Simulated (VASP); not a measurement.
# SiC (lda) (Fm-3m) in VASP: further runs, part 3 of 3

VASP 6.6.1.

### Step 6. Relaxation of cell and atoms, LDA, target pressure 1e-06 GPa, at which the enthalpy is minimised

This run uses another cell than the first one, of 7.34 Å³/atom, 1.187 times its volume.

Contents of INCAR:

```
SYSTEM = SiC
PREC     = Accurate       ! precision mode
ENCUT    = 600            ! plane-wave cutoff, eV
EDIFF    = 1E-7           ! SCF threshold, eV
ISMEAR   = 0              ! smearing method
SIGMA    = 0.1            ! smearing width, eV
LREAL    = .False.        ! projectors in reciprocal space
LASPH    = .True.         ! aspherical terms in the spheres
NELM     = 120            ! most SCF steps
ALGO     = Normal         ! electronic algorithm
ISIF     = 3              ! what is computed and relaxed
LWAVE    = .False.        ! write WAVECAR
LCHARG   = .False.        ! write CHGCAR
GGA      = CA             ! functional
IBRION   = 2              ! ionic algorithm
NSW      = 70             ! ionic steps
EDIFFG   = -0.004         ! ionic threshold
PSTRESS  = 9.999999999999999e-06
GGA_COMPAT= .False.      
NELMIN   = 4
```

Contents of KPOINTS:

```
regular mesh
0
Gamma
  16 16 16
  0 0 0
```

Contents of POSCAR:

```
SiC
1.0
    0.0000000000      1.9430589870      1.9430589870
    1.9430589870      0.0000000000      1.9430589870
    1.9430589870      1.9430589870      0.0000000000
C Si
1 1
Direct
    0.0000000000      0.0000000000      0.0000000000
    0.5000000000      0.5000000000      0.5000000000
```

Potentials or basis: VASP PAW LDA potentials, release 64 (C, Si).

The run is started by

```sh
> cat potpaw_LDA.64/C/POTCAR potpaw_LDA.64/Si/POTCAR > POTCAR
> mpirun -np 1 vasp_std > vasp.out
```

OUTCAR:

```text
SYSTEM = SiC
   PREC = Accurate
   ENCUT = 600
   EDIFF = 1E-7
   ISMEAR = 0
   LREAL = .False.
   LASPH = .True.
   NELM = 120
   ISIF = 3
   GGA = CA
   IBRION = 2
   NSW = 70
   EDIFFG = -0.004
   PSTRESS = 9.999999999999999e-06
   NELMIN = 4

 ion  position               nearest neighbor table
   1  0.000  0.000  0.000-   2 1.94   2 1.94   2 1.94   2 1.94   2 1.94   2 1.94
   2  0.500  0.500  0.500-   1 1.94   1 1.94   1 1.94   1 1.94   1 1.94   1 1.94

  LATTYP: Found a face centered cubic cell.
 ALAT       =     3.8861179740

  Lattice vectors:

 A1 = (   0.0000000000,   1.9430589870,   1.9430589870)
 A2 = (   1.9430589870,   0.0000000000,   1.9430589870)
 A3 = (   1.9430589870,   1.9430589870,   0.0000000000)

Analysis of symmetry for initial positions (statically):
=====================================================================
 Subroutine PRICEL returns:
 Original cell was already a primitive cell.

 Routine SETGRP: Setting up the symmetry group for a
 face centered cubic supercell.

 Subroutine GETGRP returns: Found 48 space group operations
 (whereof 48 operations were pure point group operations)
 out of a pool of 48 trial point group operations.

The static configuration has the point symmetry O_h .

Analysis of symmetry for dynamics (positions and initial velocities):
=====================================================================
 Subroutine PRICEL returns:
 Original cell was already a primitive cell.

 Routine SETGRP: Setting up the symmetry group for a
 face centered cubic supercell.

 Subroutine GETGRP returns: Found 48 space group operations
 (whereof 48 operations were pure point group operations)
 out of a pool of 48 trial point group operations.

The dynamic configuration has the point symmetry O_h .

 Subroutine INISYM returns: Found 48 space group operations
 (whereof 48 operations are pure point group operations),
[... 141 lines left out ...]
  ---------------------------------------------------
  ext. energy  EPLUGINS =         0.00000000
  ---------------------------------------------------
  free energy    TOTEN  =       -15.17587564 eV

  energy without entropy =      -15.17549651  energy(sigma->0) =      -15.17568608

------------------------ aborting loop because EDIFF is reached ----------------------------------------

  FORCE on cell =-STRESS in cart. coord.  units (eV):
  Direction    XX          YY          ZZ          XY          YZ          ZX
  --------------------------------------------------------------------------------------
  -------------------------------------------------------------------------------------
  Total        2.8060287      2.8060287      2.8060287     -0.0000000      0.0000000     -0.0000000
  in kB      306.4183329    306.4183329    306.4183329     -0.0000000      0.0000000     -0.0000000
  external PRESSURE =     306.4183229 kB  Pullay stress =       0.0000100 kB
[... 97 lines left out ...]
  energy  without entropy=      -15.3005572768  energy(sigma->0) =      -15.30127223

  enthalpy is  TOTEN    =       -15.3019870860 eV   P V=        0.0000001008

[... ionic steps 4 to 14 ...]

--------------------------------------- Ionic step       15  -------------------------------------------

 number of electron       8.0000000 magnetization

------------------------ aborting loop because EDIFF is reached ----------------------------------------
[... 71 lines left out ...]
--------------------------------------- Ionic step       17  -------------------------------------------

 number of electron       8.0000000 magnetization

 Free energy of the ion-electron system (eV)
  ---------------------------------------------------
  ext. energy  EPLUGINS =         0.00000000
  ---------------------------------------------------
  free energy    TOTEN  =       -15.30207235 eV

  energy without entropy =      -15.30070603  energy(sigma->0) =      -15.30138919

 E-fermi :  12.8484     XC(G=0): -12.9455

 val. band max:       12.7994394621   @ k =   0.0625   0.0000   0.0000
 cond. band min:      12.8630887857   @ k =   0.0000   0.0000   0.0000
 fundamental gap:      0.0636493235
 Fermi energy:        12.8484224865

 k-point     1 :       0.0000    0.0000    0.0000
  band No.  band energies     occupation
      1      -5.8404      2.00000
      2      12.8631      0.83569
      3      12.8631      0.83569
      4      12.8631      0.83568
      5      20.9865      0.00000
      6      21.7987      0.00000
      7      21.7987      0.00000
      8      21.7987      0.00000
[... 243 lines left out ...]
 k-point    24 :      -0.0625    0.0625    0.0000
  band No.  band energies     occupation
      1      -5.5822      2.00000
      2      11.7805      2.00000
      3      12.2376      2.00000
      4      12.9106      0.37898
      5      21.3041      0.00000
      6      21.3077      0.00000
      7      22.0793      0.00000
      8      22.5349      0.00000

 [... further k-points ...]

------------------------ aborting loop because EDIFF is reached ----------------------------------------

  FORCE on cell =-STRESS in cart. coord.  units (eV):
  Direction    XX          YY          ZZ          XY          YZ          ZX
  --------------------------------------------------------------------------------------
  -------------------------------------------------------------------------------------
  Total        0.0033478      0.0033478      0.0033478     -0.0000000     -0.0000000     -0.0000000
  in kB        0.3331777      0.3331777      0.3331777     -0.0000000     -0.0000000     -0.0000000
  external PRESSURE =       0.3331677 kB  Pullay stress =       0.0000100 kB
[... 21 lines left out ...]
  energy  without entropy=      -15.3007060285  energy(sigma->0) =      -15.30138919

  enthalpy is  TOTEN    =       -15.3020722504 eV   P V=        0.0000001005

 reached required accuracy - stopping structural energy minimisation
```

OSZICAR:

```text
N       E                     dE             d eps       ncg     rms          rms(c)
DAV:   1     0.502230158768E+01    0.50223E+01   -0.48337E+03  2336   0.106E+03
DAV:   2    -0.166517824461E+02   -0.21674E+02   -0.20536E+02  3336   0.110E+02
DAV:   3    -0.169365893636E+02   -0.28481E+00   -0.28481E+00  2896   0.152E+01
[... 110 lines left out ...]
       N       E                     dE             d eps       ncg     rms          rms(c)
DAV:   1    -0.153020737861E+02   -0.79851E-05   -0.88643E-05  3400   0.841E-02    0.106E-02
DAV:   2    -0.153020727275E+02    0.10586E-05   -0.21970E-06  2992   0.104E-02    0.518E-03
DAV:   3    -0.153020724124E+02    0.31511E-06   -0.24339E-07  3344   0.397E-03    0.141E-03
DAV:   4    -0.153020723509E+02    0.61544E-07   -0.44654E-08  1272   0.143E-03
  17 F= -.15302072E+02 E0= -.15301389E+02  d E =-.222738E-04
```

Run time: 75 s. Hardware: 1 thread of Intel Xeon Platinum 8375C at 2.90GHz (Ice Lake), shared host; peak memory 0.14 GiB.

Results:

```yaml
Free_energy: -15.3021 eV
Relaxed_volume: 8.05 Å³/atom
Relaxed_cell: a = 2.834 Å, b = 2.834 Å, c = 2.834 Å, α = 60.00°, β = 60.00°, γ = 60.00°
Space_group_after_relaxing_to_0.05_Å: Fm-3m (No. 225)
Energy_change_on_relaxing_the_enthalpy_is_what_falls: -63.1 meV/atom
Ionic_steps: 17
Pressure_after_relaxing: 0.0 GPa
Band_gap_on_the_k_mesh: zero (band 4 reaches 12.91 eV, above the bottom of band 5 at 12.12 eV)
```

The path:
```
step  energy change (eV)  largest force (eV/Å)  pressure (GPa)  volume (Å³)
   1              0.0000                0.0000           30.64        14.67
   2              0.0033                0.0000          -21.87        17.86
   3             -0.1261                0.0000           -0.66        16.14
   4             -0.1262                0.0000           -0.10        16.11
   5             -0.1262                0.0000            0.37        16.08
   6             -0.1262                0.0000            0.37        16.08
   7             -0.1262                0.0000            0.34        16.08
   8             -0.1262                0.0000            0.34        16.08
   9             -0.1262                0.0000            0.34        16.08
  10             -0.1262                0.0000            0.34        16.08
  11             -0.1262                0.0000            0.34        16.08
  12             -0.1262                0.0000            0.33        16.08
  13             -0.1262                0.0000            0.32        16.08
  14             -0.1262                0.0000            0.30        16.08
  15             -0.1262                0.0000            0.26        16.08
  16             -0.1262                0.0000            0.19        16.09
  17             -0.1262                0.0000            0.03        16.10
```

Final structure:
```
C Si
1.0
     0.00000    2.00412    2.00412
     2.00412    0.00000    2.00412
     2.00412    2.00412    0.00000
C Si
1 1
Direct
  0.00000 0.00000 0.00000
  0.50000 0.50000 0.50000
```

Levels at points of the mesh, in eV from the Fermi level:
| k point | band 2 | band 3 | band 4 | band 5 | band 6 | band 7 |
| --- | --- | --- | --- | --- | --- | --- |
| (0.00, 0.00, 0.00) | 0.01 | 0.01 | 0.01 | 8.14 | 8.95 | 8.95 |
| (0.50, 0.00, 0.00) | -11.75 | -1.10 | -1.10 | 5.33 | 5.33 | 6.20 |
| (0.50, 0.50, 0.00) | -10.04 | -4.40 | -4.40 | -0.73 | 2.40 | 15.08 |

Caveat: the cell is relaxed towards a set pressure, so the enthalpy falls and the energy may rise.

### Step 7. Relaxation of cell and atoms, LDA, target pressure 1e-06 GPa, at which the enthalpy is minimised

This run uses another cell than the first one, of 8.03 Å³/atom, 1.299 times its volume.

Contents of INCAR:

```
ALGO = Normal
EDIFF = 1E-7
EDIFFG = -0.004
ENCUT = 600
GGA_COMPAT = False
IBRION = 2
ISIF = 3
ISMEAR = 0
LASPH = True
LCHARG = False
LREAL = False
LWAVE = False
NELM = 120
NELMIN = 4
NSW = 70
PREC = Accurate
PSTRESS = 9.999999999999999e-06
SIGMA = 0.1
```

Contents of KPOINTS:

```
k-points
0
Gamma
  16 16 16
```

Contents of POSCAR:

```
SiC
1.0
    0.0000000000      2.0025523663      2.0025523663
    2.0025523663      0.0000000000      2.0025523663
    2.0025523663      2.0025523663      0.0000000000
C Si
1 1
Direct
    0.0000000000      0.0000000000      0.0000000000
    0.5000000000      0.5000000000      0.5000000000
```

The run is started by

```sh
> cat potpaw_LDA.64/C/POTCAR potpaw_LDA.64/Si/POTCAR > POTCAR
> mpirun -np 1 vasp_std > vasp.out
```

Run time: 23 s. Hardware: 1 thread of Intel Xeon Platinum 8375C at 2.90GHz (Ice Lake), shared host; peak memory 0.14 GiB.

The run converged. Its results:

```
Free energy                                            : -15.3041 eV
Relaxed volume                                         : 8.05 Å³/atom
Relaxed cell                                           : a = 2.834 Å, b = 2.834 Å, c = 2.834 Å, α = 60.00°, β = 60.00°, γ = 60.00°
Space group after relaxing (to 0.05 Å)                 : Fm-3m (No. 225)
Energy change on relaxing (the enthalpy is what falls) : -0.0 meV/atom
Ionic steps                                            : 3
Pressure after relaxing                                : 0.0 GPa
Band gap on the k mesh                                 : zero (band 4 reaches 12.92 eV, above the bottom of band 5 at 12.13 eV)
```

Final structure:
```yaml
crystal:
  lattice:
    - [0.00000, 2.00397, 2.00397]
    - [2.00397, 0.00000, 2.00397]
    - [2.00397, 2.00397, 0.00000]
  atoms:
    - { symbol: C, position: [0.00000, 0.00000, 0.00000] }
    - { symbol: Si, position: [0.50000, 0.50000, 0.50000] }
```

Levels at points of the mesh, in eV from the Fermi level:
```tsv
k point	band 1	band 2	band 3	band 4	band 5	band 6	band 7	band 8
(0.00, 0.00, 0.00)	-18.69	0.01	0.01	0.01	8.14	8.95	8.95	8.95
(0.50, 0.00, 0.00)	-13.35	-11.75	-1.10	-1.10	5.33	5.33	6.20	9.82
(0.50, 0.50, 0.00)	-11.49	-10.05	-4.40	-4.40	-0.73	2.40	15.08	15.08
```

Caveat: the cell is relaxed towards a set pressure, so the enthalpy falls and the energy may rise.

### Step 8. The runs side by side

| task | cell | smearing | gap on the mesh (eV) | pressure (GPa) |
| --- | --- | --- | --- | --- |
| single point | a = 2.595 Å, angles 60.0°, 2 atoms | gaussian 0.02 eV | 0.99 | 125.8 |
| single point | a = 2.663 Å, angles 60.0°, 2 atoms | gaussian 0.02 eV | 0.66 | 75.8 |
| single point | a = 2.748 Å, angles 60.0°, 2 atoms | gaussian 0.02 eV | none | 30.7 |
| relaxation of cell and atoms | relaxed to 1e-06 GPa from a = 2.748 Å, angles 60.0°, 2 atoms | gaussian 0.1 eV | none | 0.0 |
| relaxation of cell and atoms | relaxed to 1e-06 GPa from a = 2.832 Å, angles 60.0°, 2 atoms | gaussian 0.1 eV | none | 0.0 |

Alike in all rows: level LDA; potentials or basis VASP PAW LDA potentials, release 64 (C, Si); no spin polarisation; k mesh 16 × 16 × 16; cutoff (eV) 600.

Caveats: the cell is relaxed towards a set pressure, so the enthalpy falls and the energy may rise (some runs).

Absolute energies hang on the potentials; compare differences alone.
